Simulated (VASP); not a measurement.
# CO (C2) in VASP: single point with PBEsol

Aim: the single point of CO with PBEsol.

Program: VASP 6.6.1. These are calculated values, not measurements. Logs are shortened: lines on timing, memory, paths and dates and some standing lists are left out, and cuts for length are marked.

### 1 The cell of the first run

The structure is monoclinic, space group C2 (No. 5). Conventional cell: a = 24.543 Å, b = 5.953 Å, c = 5.953 Å, α = 90.00°, β = 104.04°, γ = 90.00°. Within 1.5 Å of C (site symmetry 1) lie 1 O at 1.13 Å. Within 1.5 Å of C (site symmetry 1) lie 1 O at 1.13 Å. Within 1.5 Å of C (site symmetry 1) lie 1 O at 1.13 Å. Within 1.5 Å of C (site symmetry 1) lie 1 O at 1.13 Å. O (site symmetry 1) has 1 C at 1.13 Å within 1.5 Å. Within 1.5 Å of O (site symmetry 1) lie 1 C at 1.13 Å. O (site symmetry 1) has 1 C at 1.13 Å within 1.5 Å. O (site symmetry 1) has 1 C at 1.13 Å within 1.5 Å.

### 2 Single point, PBEsol (the part above a cut slid along it)

Contents of INCAR:

```
ALGO = Normal
EDIFF = 1E-7
ENCUT = 520
GGA = PS
ISIF = 2
ISMEAR = 0
ISYM = 0
LASPH = True
LCHARG = True
LELF = True
LREAL = Auto
LVHAR = True
LWAVE = False
NBANDS = 54
NELM = 80
PREC = Accurate
SIGMA = 0.05
```

Contents of KPOINTS:

```
k-points
0
Gamma
  4 4 2
```

Contents of POSCAR:

```
CO
1.0
    0.0000000000     -5.9526445718      0.0000000000
    0.0000000000      0.0000000000     -5.9526445718
   11.9052891436     -2.9763222859      2.9763222859
C O
8 8
Direct
   -0.0183108526      0.0890134884      0.1073243410
   -0.2683108526      0.3390134884      0.6073243410
    0.5183108526      0.9816891474      0.8926756590
    0.7683108526      0.7316891474      0.3926756590
    0.0359865116      1.3933108526      0.8573243410
    0.2859865116      1.1433108526      0.3573243410
    0.2140134884      0.7859865116      0.6426756590
    0.4640134884      0.5359865116      0.1426756590
    0.5943602824      1.2566161694      0.6622558870
    0.8443602824      1.0066161694      0.1622558870
   -0.3443602824      0.8443602824      0.8377441130
   -0.0943602824      0.5943602824      0.3377441130
    0.1183838306      0.5306397176      0.9122558870
    0.3683838306      0.2806397176      0.4122558870
    0.3816161694      0.6183838306      0.0877441130
    0.1316161694      0.8683838306      0.5877441130
```

Potentials or basis: VASP PAW PBE potentials, release 64 (C, O).

Started as:

```sh
$ cat potpaw_PBE.64/C/POTCAR potpaw_PBE.64/O/POTCAR > POTCAR
$ mpirun -np 1 vasp_std > vasp.out
```

OUTCAR:

```text
EDIFF = 1E-7
   ENCUT = 520
   GGA = PS
   ISIF = 2
   ISMEAR = 0
   ISYM = 0
   LASPH = True
   LREAL = Auto
   NELM = 80
   PREC = Accurate

 ion  position               nearest neighbor table
   1  0.982  0.089  0.107-  10 1.13
   2  0.732  0.339  0.607-   9 1.13
   3  0.518  0.982  0.893-  11 1.13
   4  0.768  0.732  0.393-  12 1.13
   5  0.036  0.393  0.857-  13 1.13
   6  0.286  0.143  0.357-  14 1.13
[... 8 lines left out ...]
  15  0.382  0.618  0.088-   8 1.13
  16  0.132  0.868  0.588-   7 1.13

IMPORTANT INFORMATION: All symmetrisations will be switched off!
NOSYMM: (Re-)initialisation of all symmetry stuff for point group C_1.

----------------------------------------------------------------------------------------

                                     Primitive cell

  volume of cell :     421.8517

  direct lattice vectors                    reciprocal lattice vectors
     0.000000000 -5.952644572  0.000000000    -0.041998140 -0.167992560  0.000000000
     0.000000000  0.000000000 -5.952644572     0.041998140  0.000000000 -0.167992560
    11.905289144 -2.976322286  2.976322286     0.083996280  0.000000000  0.000000000

  length of vectors
     5.952644572  5.952644572 12.627466028     0.173162767  0.173162767  0.083996280

  position of ions in fractional coordinates (direct lattice)
     0.981689147  0.089013488  0.107324341
     0.731689147  0.339013488  0.607324341
     0.518310853  0.981689147  0.892675659
     0.768310853  0.731689147  0.392675659
     0.035986512  0.393310853  0.857324341
     0.285986512  0.143310853  0.357324341
[... 8 lines left out ...]
     0.381616169  0.618383831  0.087744113
     0.131616169  0.868383831  0.587744113

  ion indices of the primitive-cell ions
   primitive index   ion index
                 1           1
                 2           2
                 3           3
                 4           4
                 5           5
                 6           6
[... 8 lines left out ...]
                15          15
                16          16

----------------------------------------------------------------------------------------

 KPOINTS: k-points

Automatic generation of k-mesh.
 Grid dimensions read from file:
 generate k-points for:    4    4    2

 Generating k-lattice:

  Cartesian coordinates                     Fractional coordinates (reciprocal lattice)
    -0.010499535 -0.041998140  0.000000000     0.250000000  0.000000000  0.000000000
     0.010499535  0.000000000 -0.041998140     0.000000000  0.250000000  0.000000000
     0.041998140  0.000000000  0.000000000     0.000000000  0.000000000  0.500000000

  Length of vectors
     0.043290692  0.043290692  0.041998140

  Shift w.r.t. Gamma in fractional coordinates (k-lattice)
     0.000000000  0.000000000  0.000000000

 -----------------------------------------------------------------------------
|                                                                             |
|           W    W    AA    RRRRR   N    N  II  N    N   GGGG   !!!           |
|           W    W   A  A   R    R  NN   N  II  NN   N  G    G  !!!           |
|           W    W  A    A  R    R  N N  N  II  N N  N  G       !!!           |
|           W WW W  AAAAAA  RRRRR   N  N N  II  N  N N  G  GGG   !            |
|           WW  WW  A    A  R   R   N   NN  II  N   NN  G    G                |
|           W    W  A    A  R    R  N    N  II  N    N   GGGG   !!!           |
|                                                                             |
|     Your reciprocal lattice and k-lattice belong to different lattice       |
|     classes:                                                                |
|                                                                             |
|        The reciprocal lattice is body-centered tetragonal,                  |
|        whereas your k-lattice is base-centered monoclinic.                  |
|                                                                             |
|     Results are often still useful ...                                      |
|                                                                             |
 -----------------------------------------------------------------------------

 WARNING: IBZKPT: internal override: KBLOWUP is changed to .FALSE.
      ... skipping the blow-up phase ...

 Subroutine IBZKPT returns following result:
 ===========================================

 Found     20 irreducible k-points:

 Following reciprocal coordinates:
            Coordinates               Weight
  0.000000  0.000000  0.000000      1.000000
  0.250000  0.000000  0.000000      2.000000
  0.500000  0.000000  0.000000      1.000000
  0.000000  0.250000  0.000000      2.000000
  0.250000  0.250000  0.000000      2.000000
  0.500000  0.250000  0.000000      2.000000
[... 12 lines left out ...]
  0.250000  0.500000  0.500000      2.000000
  0.500000  0.500000  0.500000      1.000000
   k-points           NKPTS =     20   k-points in BZ     NKDIM =     20   number of bands    NBANDS=     54
   number of dos      NEDOS =    301   number of ions     NIONS =     16
   total plane-waves  NPLWV = 221184
   dimension x,y,z NGX =    48 NGY =   48 NGZ =   96
   dimension x,y,z NGXF=    96 NGYF=   96 NGZF=  192
   ions per type =               8   8
   NGX,Y,Z   is equivalent  to a cutoff of  13.41, 13.41, 12.64 a.u.
   NGXF,Y,Z  is equivalent  to a cutoff of  26.81, 26.81, 25.28 a.u.
 SYSTEM =  unknown system
   PREC   = accura    normal or accurate (medium, high low for compatibility)
   ISTART =      0    job   : 0-new  1-cont  2-samecut
   ICHARG =      2    charge: 1-file 2-atom 10-const
   ISPIN  =      1    spin polarized calculation?
   LNONCOLLINEAR =      F non collinear calculations
   LSORBIT =      F    spin-orbit coupling
   LASPH  =      T    aspherical Exc in radial PAW
   ENCUT  =  520.0 eV  38.22 Ry    6.18 a.u.  11.07 11.07 23.48*2*pi/ulx,y,z
   NELM   =     80;   NELMIN=  2; NELMDL= -5     # of ELM steps
   EDIFF  = 0.1E-06   stopping-criterion for ELM
   LREAL  =      T    real-space projection
   EDIFFG = 0.1E-05   stopping-criterion for IOM
   NSW    =      0    number of steps for IOM
   IBRION =     -1    ionic relax: 0-MD 1-quasi-New 2-CG
   NFREE  =      0    steps in history (QN), initial steepest desc. (CG)
   ISIF   =      2    stress and relaxation
   ISYM   =      0    0-nonsym 1-usesym 2-fastsym
   POTIM  = 0.5000    time-step for ionic-motion
   TEBEG  =    0.0;   TEEND  =   0.0 temperature during run
   PSTRESS=    0.0 pullay stress
   NELECT =      80.0000    total number of electrons
   NUPDOWN=      -1.0000    fix difference up-down
   EMIN   =  10.00;   EMAX   =-10.00  energy-range for DOS
   EFERMI =   0.00;   METHOD = LEGACY
   ISMEAR =     0;   SIGMA  =   0.05  broadening in eV -4-tet -1-fermi 0-gaus
   EFERMI_NEDOS =   21; number of points for ismear=-14 and -15
   IALGO  =     38    algorithm
   IMIX   =      4    mixing-type and parameters
     AMIX     =   0.40;   BMIX     =  1.00
     AMIX_MAG =   1.60;   BMIX_MAG =  1.00
  volume/ion in A,a.u.               =      26.37       177.92
  Fermi-wavevector in a.u.,A,eV,Ry     =   0.940556  1.777394 12.036346  0.884646
  Thomas-Fermi vector in A             =   2.067980
   LORBIT       =      0    0 simple, 1 ext, 2 COOP (PROOUT), +10 PAW based schemes
   GGA     = PS    functional components
   LHFCALC =     F    Hartree Fock is set to
   AEXX    =    0.0000 exact exchange contribution
   IVDW    =     0    specifies the selected vdW correction
   LEPSILON=     F    determine dielectric tensor
   LRPA    =     F    only Hartree local field effects (RPA)
 non-spin polarized calculation
 Gauss-broadening in eV      SIGMA  =   0.05
  energy-cutoff  :      520.00
  volume of cell :      421.85
 maximum number of plane-waves:     11369
 NGX is ok and might be reduce to    48
   NGX = 23   NGY = 23   NGZ = 47

 number of electron      79.9999992 magnetization

 Free energy of the ion-electron system (eV)
  ---------------------------------------------------
  ext. energy  EPLUGINS =         0.00000000
  ---------------------------------------------------
  free energy    TOTEN  =      -121.44133339 eV

  energy without entropy =     -121.44133339  energy(sigma->0) =     -121.44133339

 E-fermi :  -5.4276     XC(G=0):  -5.8924

 val. band max:       -5.6676547536   @ k =   0.0000   0.0000   0.0000
 cond. band min:       0.3457198026   @ k =   0.5000   0.0000   0.0000
 fundamental gap:      6.0133745562
 Fermi energy:        -5.4276434060

 k-point     1 :       0.0000    0.0000    0.0000
  band No.  band energies     occupation
      1     -26.3500      2.00000
      2     -26.3375      2.00000
      3     -26.3353      2.00000
      4     -26.3212      2.00000
      5     -26.3189      2.00000
      6     -26.3179      2.00000
[... 44 lines left out ...]
     51       1.1502      0.00000
     52       1.1650      0.00000

 k-point     2 :       0.2500    0.0000    0.0000
  band No.  band energies     occupation
      1     -26.3460      2.00000
      2     -26.3377      2.00000
      3     -26.3324      2.00000
      4     -26.3233      2.00000
      5     -26.3213      2.00000
      6     -26.3195      2.00000
[... 44 lines left out ...]
     51       1.1462      0.00000
     52       1.2208      0.00000

 k-point     3 :       0.5000    0.0000    0.0000
  band No.  band energies     occupation
      1     -26.3380      2.00000
      2     -26.3374      2.00000
      3     -26.3343      2.00000
      4     -26.3243      2.00000
      5     -26.3240      2.00000
      6     -26.3198      2.00000
[... 44 lines left out ...]
     51       1.2284      0.00000
     52       1.3109      0.00000
[... 826 lines left out ...]
 k-point    19 :       0.2500    0.5000    0.5000
  band No.  band energies     occupation
      1     -26.3380      2.00000
      2     -26.3338      2.00000
      3     -26.3325      2.00000
      4     -26.3295      2.00000
      5     -26.3227      2.00000
      6     -26.3208      2.00000
[... 44 lines left out ...]
     51       1.1948      0.00000
     52       1.2830      0.00000

 k-point    20 :       0.5000    0.5000    0.5000
  band No.  band energies     occupation
      1     -26.3340      2.00000
      2     -26.3334      2.00000
      3     -26.3299      2.00000
      4     -26.3282      2.00000
      5     -26.3252      2.00000
      6     -26.3230      2.00000
[... 44 lines left out ...]
     51       1.2204      0.00000
     52       1.2540      0.00000
 [bands above 52 left out]

------------------------ aborting loop because EDIFF is reached ----------------------------------------

  FORCE on cell =-STRESS in cart. coord.  units (eV):
  Direction    XX          YY          ZZ          XY          YZ          ZX
  --------------------------------------------------------------------------------------
  -------------------------------------------------------------------------------------
  Total        3.0000416      3.0315841      2.9702721      0.0429702      0.0056399     -0.0024056
  in kB       11.3940470     11.5138445     11.2809834      0.1631991      0.0214203     -0.0091363
  external PRESSURE =      11.3962916 kB  Pullay stress =       0.0000000 kB

 VOLUME and BASIS-vectors are now :
 -----------------------------------------------------------------------------
  energy-cutoff  :      520.00
  volume of cell :      421.85
      direct lattice vectors                 reciprocal lattice vectors
     0.000000000 -5.952644572  0.000000000    -0.041998140 -0.167992560  0.000000000
     0.000000000  0.000000000 -5.952644572     0.041998140  0.000000000 -0.167992560
    11.905289144 -2.976322286  2.976322286     0.083996280  0.000000000  0.000000000

 POSITION                                       TOTAL-FORCE (eV/Angst)
 -----------------------------------------------------------------------------------
      1.27773     -6.16308     -0.21043        -0.605844     -0.605032     -0.664276
      7.23037     -6.16308     -0.21043        -0.604401     -0.598742     -0.597934
     10.62756     -5.74221     -3.18676         0.612326      0.607018     -0.667278
      4.67492     -5.74221     -3.18676         0.610835      0.600717     -0.600902
     10.20669     -2.76589      0.21043        -0.586716      0.574971      0.603822
      4.25405     -2.76589      0.21043        -0.604475      0.598593      0.600325
[... 8 lines left out ...]
      1.04462     -2.53278     -3.41986        -0.538310      0.533519     -0.596158
      6.99726     -2.53278     -3.41986        -0.599016      0.597561     -0.598291
 -----------------------------------------------------------------------------------
    total drift:                                0.002197     -0.000069      0.000240

  FREE ENERGIE OF THE ION-ELECTRON SYSTEM (eV)
  ---------------------------------------------------
  free  energy   TOTEN  =      -121.4413333941 eV

  energy  without entropy=     -121.4413333941  energy(sigma->0) =     -121.44133339
```

It took 19 min on 1 thread of AMD EPYC 7R13, shared host; peak memory 0.65 GiB.

Results:

```yaml
Free_energy: -121.4413 eV
Pressure: 1.1 GPa
Largest_force: 1.104 eV/Å
Band_gap_on_the_k_mesh: 6.01 eV (least direct gap 6.03 eV)
```

Forces in eV/Å, atoms in the order of the input:
```
C   -0.606 -0.605 -0.664
C   -0.604 -0.599 -0.598
C    0.612  0.607 -0.667
C    0.611  0.601 -0.601
C   -0.587  0.575  0.604
C   -0.604  0.599  0.600
C    0.596 -0.600  0.600
C    0.578 -0.576  0.604
O    0.598  0.598  0.598
O    0.625  0.627  0.659
O   -0.623 -0.627  0.659
O   -0.597 -0.598  0.598
O    0.539 -0.535 -0.598
O    0.599 -0.599 -0.600
O   -0.538  0.534 -0.596
O   -0.599  0.598 -0.598
```

Caveat: the cell differs from its parent crystal (the part above a cut slid along it); this functional lacks dispersion, which holds the molecules together, so the pressure and a relaxed volume are unreliable; the PAW data sets were made with another functional, which shifts forces and pressure a little. A k mesh can miss the band edges.
